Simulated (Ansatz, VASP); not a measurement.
## One calculation of Os, two programs

Contents of INCAR:

```
PREC     = Accurate       # precision mode
ENCUT    = 520            # plane-wave cutoff, eV
EDIFF    = 1E-6           # SCF threshold, eV
ISMEAR   = -1             # smearing method
SIGMA    = 0.05           # smearing width, eV
LREAL    = F              # projectors in reciprocal space
LASPH    = T              # aspherical terms in the spheres
NELM     = 60             # most SCF steps
ALGO     = Fast           # electronic algorithm
ISIF     = 2              # what is computed and relaxed
LWAVE    = F              # write WAVECAR
LCHARG   = T              # write CHGCAR
GGA      = PS             # functional
LELF     = T              # ELF
LVHAR    = T            
NBANDS   = 15             # bands
```

KPOINTS

```
Automatic mesh
0
Gamma
  11 11 6
```

File POSCAR:

```
Os
1.0
    2.6782863798      0.0000000000      0.0000000000
   -1.3391431899      2.3194640436      0.0000000000
    0.0000000000      0.0000000000      4.2315181138
Os
2
Direct
    0.6666666667      0.3333333333      0.7500000000
    0.3333333333      0.6666666667      0.2500000000
```

File input.yaml:

```yaml
crystal:
  lattice:
    - [2.6782863798, 0.0, 0.0]
    - [-1.3391431899, 2.3194640436, 0.0]
    - [0.0, 0.0, 4.2315181138]
  atoms:
    - { symbol: Os, position: [0.6666666667, 0.3333333333, 0.75] }
    - { symbol: Os, position: [0.3333333333, 0.6666666667, 0.25] }
kpoints:
  mp_grid: { grid: [11, 11, 6] }
scf:
  occupations: { method: fermi_dirac, width: 0.05 }
hamiltonian:
  xc: pbesol
  pseudopotentials: { kind: all_electron, lapw: { basis_error: 0.0005 } }
output:
  forces: true
  stress: true
  eigenvalues: true
```

Change from the starting cell: volume scaled by 0.94.

Alike in both runs: task single point; functional PBEsol; k mesh 11 × 11 × 6; occupations fermi-dirac, width 0.05 eV; no spin polarisation.

|  | VASP | Ansatz |
| --- | --- | --- |
| version | VASP 6.6.1 | Ansatz 0.2.0 |
| potentials or method | VASP PAW PBE potentials, release 64 (Os), cutoff 520 eV | all-electron LAPW, scalar-relativistic |

```csv
,VASP,Ansatz,Ansatz less VASP
gap on the k mesh at the Fermi level (eV),none,none,-
pressure (GPa),28.8,27.3,-1.47
"traceless stress, the component that is largest in VASP (GPa)",1.33,1.37,+0.037
```

VASP's potentials were made for PBE, not for PBEsol. A gap of «none» marks a metal or a gap that the smearing closes. Ansatz ran all-electron here, and VASP with PAW potentials.

Spin-orbit coupling is off throughout.
